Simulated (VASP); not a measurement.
# Cl (Fd-3m) in VASP: single point with PBE

Aim: the single point of Cl with PBE.

Everything below comes from runs of VASP 6.6.1. Logs are shortened: lines on timing, memory, paths and dates and some standing lists are left out, and cuts for length are marked.

**1. The cell of the first run**

It takes space group Fd-3m (No. 227, cubic). The conventional cell has a = 6.258 Å, b = 6.258 Å, c = 6.258 Å, α = 90.00°, β = 90.00°, γ = 90.00°. Within 3.6 Å of Cl (site symmetry -43m) lie 4 Cl at 2.71 Å.

**2. Single point, PBE (30.63 Å³/atom)**

INCAR

```
SYSTEM = Cl
ALGO = Normal
EDIFF = 1E-6
ENCUT = 520
GGA = PE
ISIF = 2
ISMEAR = -1
LASPH = .True.
LCHARG = .True.
LELF = .True.
LREAL = .False.
LVHAR = .True.
LWAVE = .False.
NBANDS = 14
NELM = 80
PREC = Accurate
SIGMA = 0.1
```

KPOINTS

```
k-points
0
Gamma
  11 11 11
  0 0 0
```

POSCAR

```
Cl
1.0
    0.0000000000      3.1287915854      3.1287915854
    3.1287915854      0.0000000000      3.1287915854
    3.1287915854      3.1287915854      0.0000000000
Cl
2
Direct
   -0.1250000000     -0.1250000000     -0.1250000000
    0.1250000000      0.1250000000      0.1250000000
```

Potentials or basis: VASP PAW PBE potentials, release 64 (Cl).

Started as:

```
$ cat potpaw_PBE.64/Cl/POTCAR > POTCAR
$ mpirun -np 1 vasp_std > vasp.out
```

OUTCAR:

```text
SYSTEM = Cl
   EDIFF = 1E-6
   ENCUT = 520
   GGA = PE
   ISIF = 2
   ISMEAR = -1
   LASPH = .True.
   LREAL = .False.
   NELM = 80
   PREC = Accurate

 ion  position               nearest neighbor table
   1  0.875  0.875  0.875-
   2  0.125  0.125  0.125-

  LATTYP: Found a face centered cubic cell.
 ALAT       =     6.2575831708

  Lattice vectors:

 A1 = (   0.0000000000,   3.1287915854,   3.1287915854)
 A2 = (   3.1287915854,   0.0000000000,   3.1287915854)
 A3 = (   3.1287915854,   3.1287915854,   0.0000000000)

Analysis of symmetry for initial positions (statically):
=====================================================================
 Subroutine PRICEL returns:
 Original cell was already a primitive cell.

 Routine SETGRP: Setting up the symmetry group for a
 face centered cubic supercell.

 Subroutine GETGRP returns: Found 48 space group operations
 (whereof 12 operations were pure point group operations)
 out of a pool of 48 trial point group operations.

The static configuration has the point symmetry D_3d.
 The point group associated with its full space group is O_h .

Analysis of symmetry for dynamics (positions and initial velocities):
=====================================================================
 Subroutine PRICEL returns:
 Original cell was already a primitive cell.

 Routine SETGRP: Setting up the symmetry group for a
 face centered cubic supercell.

 Subroutine GETGRP returns: Found 48 space group operations
 (whereof 12 operations were pure point group operations)
 out of a pool of 48 trial point group operations.

The dynamic configuration has the point symmetry D_3d.
 The point group associated with its full space group is O_h .

 Subroutine INISYM returns: Found 48 space group operations
 (whereof 12 operations are pure point group operations),
 and found     1 'primitive' translations

----------------------------------------------------------------------------------------

                                     Primitive cell

  volume of cell :      61.2576

  direct lattice vectors                    reciprocal lattice vectors
     0.000000000  3.128791585  3.128791585    -0.159806106  0.159806106  0.159806106
     3.128791585  0.000000000  3.128791585     0.159806106 -0.159806106  0.159806106
     3.128791585  3.128791585  0.000000000     0.159806106  0.159806106 -0.159806106

  length of vectors
     4.424779494  4.424779494  4.424779494     0.276792295  0.276792295  0.276792295

  position of ions in fractional coordinates (direct lattice)
     0.875000000  0.875000000  0.875000000
     0.125000000  0.125000000  0.125000000

  ion indices of the primitive-cell ions
   primitive index   ion index
                 1           1
                 2           2

----------------------------------------------------------------------------------------

 KPOINTS: k-points

Automatic generation of k-mesh.
 Grid dimensions read from file:
 generate k-points for:   11   11   11

 Generating k-lattice:

  Cartesian coordinates                     Fractional coordinates (reciprocal lattice)
    -0.014527828  0.014527828  0.014527828     0.090909091  0.000000000  0.000000000
     0.014527828 -0.014527828  0.014527828     0.000000000  0.090909091  0.000000000
     0.014527828  0.014527828 -0.014527828     0.000000000  0.000000000  0.090909091

  Length of vectors
     0.025162936  0.025162936  0.025162936

  Shift w.r.t. Gamma in fractional coordinates (k-lattice)
     0.000000000  0.000000000  0.000000000

 Subroutine IBZKPT returns following result:
 ===========================================

 Found     56 irreducible k-points:

 Following reciprocal coordinates:
            Coordinates               Weight
  0.000000  0.000000  0.000000      1.000000
  0.090909  0.000000  0.000000      8.000000
  0.181818  0.000000  0.000000      8.000000
  0.272727  0.000000  0.000000      8.000000
  0.363636  0.000000  0.000000      8.000000
  0.454545  0.000000  0.000000      8.000000
[... 16 lines left out ...]
 -0.272727  0.181818  0.000000     24.000000
 -0.181818  0.181818  0.000000     12.000000
 [... further k-points ...]
   k-points           NKPTS =     56   k-points in BZ     NKDIM =     56   number of bands    NBANDS=     14
   number of dos      NEDOS =    301   number of ions     NIONS =      2
   total plane-waves  NPLWV =  46656
   dimension x,y,z NGX =    36 NGY =   36 NGZ =   36
   dimension x,y,z NGXF=    72 NGYF=   72 NGZF=   72
   ions per type =               2
   NGX,Y,Z   is equivalent  to a cutoff of  13.53, 13.53, 13.53 a.u.
   NGXF,Y,Z  is equivalent  to a cutoff of  27.05, 27.05, 27.05 a.u.
 SYSTEM =  Cl
   PREC   = accura    normal or accurate (medium, high low for compatibility)
   ISTART =      0    job   : 0-new  1-cont  2-samecut
   ICHARG =      2    charge: 1-file 2-atom 10-const
   ISPIN  =      1    spin polarized calculation?
   LNONCOLLINEAR =      F non collinear calculations
   LSORBIT =      F    spin-orbit coupling
   LASPH  =      T    aspherical Exc in radial PAW
   ENCUT  =  520.0 eV  38.22 Ry    6.18 a.u.   8.23  8.23  8.23*2*pi/ulx,y,z
   NELM   =     80;   NELMIN=  2; NELMDL= -5     # of ELM steps
   EDIFF  = 0.1E-05   stopping-criterion for ELM
   LREAL  =      F    real-space projection
   EDIFFG = 0.1E-04   stopping-criterion for IOM
   NSW    =      0    number of steps for IOM
   IBRION =     -1    ionic relax: 0-MD 1-quasi-New 2-CG
   NFREE  =      0    steps in history (QN), initial steepest desc. (CG)
   ISIF   =      2    stress and relaxation
   ISYM   =      2    0-nonsym 1-usesym 2-fastsym
   POTIM  = 0.5000    time-step for ionic-motion
   TEBEG  =    0.0;   TEEND  =   0.0 temperature during run
   PSTRESS=    0.0 pullay stress
   NELECT =      14.0000    total number of electrons
   NUPDOWN=      -1.0000    fix difference up-down
   EMIN   =  10.00;   EMAX   =-10.00  energy-range for DOS
   EFERMI =   0.00;   METHOD = LEGACY
   ISMEAR =    -1;   SIGMA  =   0.10  broadening in eV -4-tet -1-fermi 0-gaus
   EFERMI_NEDOS =   21; number of points for ismear=-14 and -15
   IALGO  =     38    algorithm
   IMIX   =      4    mixing-type and parameters
     AMIX     =   0.40;   BMIX     =  1.00
     AMIX_MAG =   1.60;   BMIX_MAG =  1.00
  volume/ion in A,a.u.               =      30.63       206.69
  Fermi-wavevector in a.u.,A,eV,Ry     =   1.000916  1.891457 13.630758  1.001832
  Thomas-Fermi vector in A             =   2.133304
   LORBIT       =      0    0 simple, 1 ext, 2 COOP (PROOUT), +10 PAW based schemes
   GGA     = PE    functional components
   LHFCALC =     F    Hartree Fock is set to
   AEXX    =    0.0000 exact exchange contribution
   IVDW    =     0    specifies the selected vdW correction
   LEPSILON=     F    determine dielectric tensor
   LRPA    =     F    only Hartree local field effects (RPA)
 non-spin polarized calculation
  energy-cutoff  :      520.00
  volume of cell :       61.26
 maximum number of plane-waves:      1670
 NGX is ok and might be reduce to    36
   NGX = 17   NGY = 17   NGZ = 17

 number of electron      14.0000004 magnetization

 Free energy of the ion-electron system (eV)
  ---------------------------------------------------
  ext. energy  EPLUGINS =         0.00000000
  ---------------------------------------------------
  free energy    TOTEN  =        -2.01534959 eV

  energy without entropy =       -1.87724059  energy(sigma->0) =       -1.94629509

 E-fermi :  -0.4614     XC(G=0):  -7.4401

 val. band max:       -0.4692061821   @ k =  -0.4545   0.2727   0.0909
 cond. band min:      -0.4605429655   @ k =  -0.2727   0.1818   0.0000
 fundamental gap:      0.0086632166
 Fermi energy:        -0.4614218329

 k-point     1 :       0.0000    0.0000    0.0000
  band No.  band energies     occupation
      1     -16.0744      2.00000
      2     -13.1303      2.00000
      3      -3.5395      2.00000
      4      -3.5395      2.00000
      5      -3.5395      2.00000
      6      -1.4663      1.99991
      7      -1.4663      1.99991
      8      -1.4663      1.99991
      9       5.9122      0.00000
     10       9.9063      0.00000
     11       9.9063      0.00000
     12      11.6499      0.00000
     13      11.6499      0.00000
     14      11.6499      0.00000

 k-point     2 :       0.0909    0.0000    0.0000
  band No.  band energies     occupation
      1     -16.0377      2.00000
      2     -13.1884      2.00000
      3      -3.5859      2.00000
      4      -3.5859      2.00000
      5      -3.5748      2.00000
      6      -1.4199      1.99986
      7      -1.4046      1.99984
      8      -1.4046      1.99984
      9       6.0935      0.00000
     10       9.7295      0.00000
     11       9.7295      0.00000
     12      11.5096      0.00000
     13      12.0203      0.00000
     14      12.0203      0.00000

 k-point     3 :       0.1818    0.0000    0.0000
  band No.  band energies     occupation
      1     -15.9316      2.00000
      2     -13.3506      2.00000
      3      -3.6988      2.00000
      4      -3.6988      2.00000
      5      -3.6793      2.00000
      6      -1.2689      1.99938
      7      -1.2516      1.99926
      8      -1.2516      1.99926
      9       6.5671      0.00000
     10       9.4804      0.00000
     11       9.4804      0.00000
     12      11.2314      0.00000
     13      12.7468      0.00000
     14      12.7471      0.00000

 k-point     4 :       0.2727    0.0000    0.0000
  band No.  band energies     occupation
      1     -15.7715      2.00000
      2     -13.5825      2.00000
      3      -3.8284      2.00000
      4      -3.8275      2.00000
      5      -3.8275      2.00000
      6      -1.0725      1.99557
      7      -1.0725      1.99557
      8      -1.0238      1.99280
      9       7.1550      0.00000
     10       9.3933      0.00000
     11       9.3933      0.00000
     12      10.7393      0.00000
     13      12.2721      0.00000
     14      12.8445      0.00000

 k-point     5 :       0.3636    0.0000    0.0000
  band No.  band energies     occupation
      1     -15.5906      2.00000
      2     -13.8274      2.00000
      3      -3.9696      2.00000
      4      -3.9319      2.00000
      5      -3.9319      2.00000
      6      -0.9241      1.98063
      7      -0.9241      1.98063
      8      -0.7588      1.90277
      9       7.6882      0.00000
     10       9.4993      0.00000
     11       9.4993      0.00000
[... 276 lines left out ...]
 k-point    22 :      -0.3636    0.1818    0.0000
  band No.  band energies     occupation
      1     -15.3637      2.00000
      2     -14.1101      2.00000
      3      -4.5742      2.00000
      4      -4.0612      2.00000
      5      -3.3073      2.00000
      6      -1.2468      1.99922
      7      -0.7237      1.86468
      8      -0.3282      0.41753
      9       7.7127      0.00000
     10       8.8038      0.00000
     11       9.3401      0.00000
     12      10.7419      0.00000
     13      12.7009      0.00000
     14      12.8299      0.00000

 k-point    23 :      -0.2727    0.1818    0.0000
  band No.  band energies     occupation
      1     -15.5317      2.00000
      2     -13.9018      2.00000
      3      -4.4629      2.00000
      4      -3.9394      2.00000
      5      -3.3628      2.00000
      6      -1.2713      1.99939
      7      -0.8984      1.97501
      8      -0.4605      0.99561
      9       7.6138      0.00000
     10       9.0217      0.00000
     11       9.0957      0.00000
     12      11.0169      0.00000
     13      12.5910      0.00000
     14      12.9639      0.00000

 k-point    24 :      -0.1818    0.1818    0.0000
  band No.  band energies     occupation
      1     -15.7110      2.00000
      2     -13.6653      2.00000
      3      -4.2548      2.00000
      4      -3.8078      2.00000
      5      -3.4483      2.00000
      6      -1.3217      1.99963
      7      -1.0865      1.99615
      8      -0.6694      1.77778
      9       7.3117      0.00000
     10       8.9386      0.00000
     11       9.3239      0.00000
     12      11.5626      0.00000
     13      12.2096      0.00000
     14      12.9766      0.00000

 [... further k-points ...]

------------------------ aborting loop because EDIFF is reached ----------------------------------------

  FORCE on cell =-STRESS in cart. coord.  units (eV):
  Direction    XX          YY          ZZ          XY          YZ          ZX
  --------------------------------------------------------------------------------------
  -------------------------------------------------------------------------------------
  Total        0.8811774      0.8811774      0.8811774     -0.0000000     -0.0000000      0.0000000
  in kB       23.0469792     23.0469792     23.0469792     -0.0000000     -0.0000000      0.0000000
  external PRESSURE =      23.0469792 kB  Pullay stress =       0.0000000 kB

 VOLUME and BASIS-vectors are now :
 -----------------------------------------------------------------------------
  energy-cutoff  :      520.00
  volume of cell :       61.26
      direct lattice vectors                 reciprocal lattice vectors
     0.000000000  3.128791585  3.128791585    -0.159806106  0.159806106  0.159806106
     3.128791585  0.000000000  3.128791585     0.159806106 -0.159806106  0.159806106
     3.128791585  3.128791585  0.000000000     0.159806106  0.159806106 -0.159806106

 POSITION                                       TOTAL-FORCE (eV/Angst)
 -----------------------------------------------------------------------------------
      5.47539      5.47539      5.47539        -0.000000     -0.000000     -0.000000
      0.78220      0.78220      0.78220         0.000000      0.000000      0.000000
 -----------------------------------------------------------------------------------
    total drift:                               -0.000000      0.000000      0.000000

  FREE ENERGIE OF THE ION-ELECTRON SYSTEM (eV)
  ---------------------------------------------------
  free  energy   TOTEN  =        -2.0153495862 eV

  energy  without entropy=       -1.8772405885  energy(sigma->0) =       -1.94629509
```

Wall time 59 s (1 thread of Intel Xeon Platinum 8375C at 2.90GHz (Ice Lake), shared host); peak memory 0.2 GiB.

Results:

* Free energy: -2.0153 eV
* Pressure: 2.3 GPa
* Band gap on the k mesh: zero (bands 7 and 8 overlap by 1.39 eV)

Levels at points of the mesh, in eV from the Fermi level:
| k point | band 5 | band 6 | band 7 | band 8 | band 9 | band 10 |
| --- | --- | --- | --- | --- | --- | --- |
| (0.00, 0.00, 0.00) | -3.08 | -1.00 | -1.00 | -1.00 | 6.37 | 10.37 |
